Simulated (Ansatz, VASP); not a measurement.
## One calculation of Ag, two programs

```
Ag
1.0
     2.84719    0.00000    0.00000
    -1.42360    2.46574    0.00000
     0.00000    0.00000    9.86485
Ag
4
Cartesian
  0.0000 1.6438 2.4662
  1.4236 0.8219 7.3986
  0.0000 0.0000 0.0000
  0.0000 0.0000 4.9324
```

Change from the starting cell: volume scaled by 0.96, crystal datasets.

Alike in both runs: task electric field gradients; functional PBE; k mesh 14 × 14 × 4; occupations fermi-dirac, width 0.08 eV; no spin polarisation.

|  | VASP | Ansatz |
| --- | --- | --- |
| version | VASP 6.6.1 | Ansatz 0.2.0 |
| potentials or method | VASP PAW PBE potentials, release 64 (Ag), cutoff 520 eV | all-electron PAW with datasets made for the crystal, scalar-relativistic |

|  | VASP | Ansatz | Ansatz less VASP |
| --- | --- | --- | --- |
| pressure (GPa) | 3.5 | 3.6 | +0.13 |
| traceless stress, the component that is largest in VASP (GPa) | -4.04 | -4.07 | -0.024 |
| size of Vzz on the site where it differs most (V/Å²) | 10.8 | 4.9 | -5.88 |

Ansatz ran all-electron here, and VASP with PAW potentials.
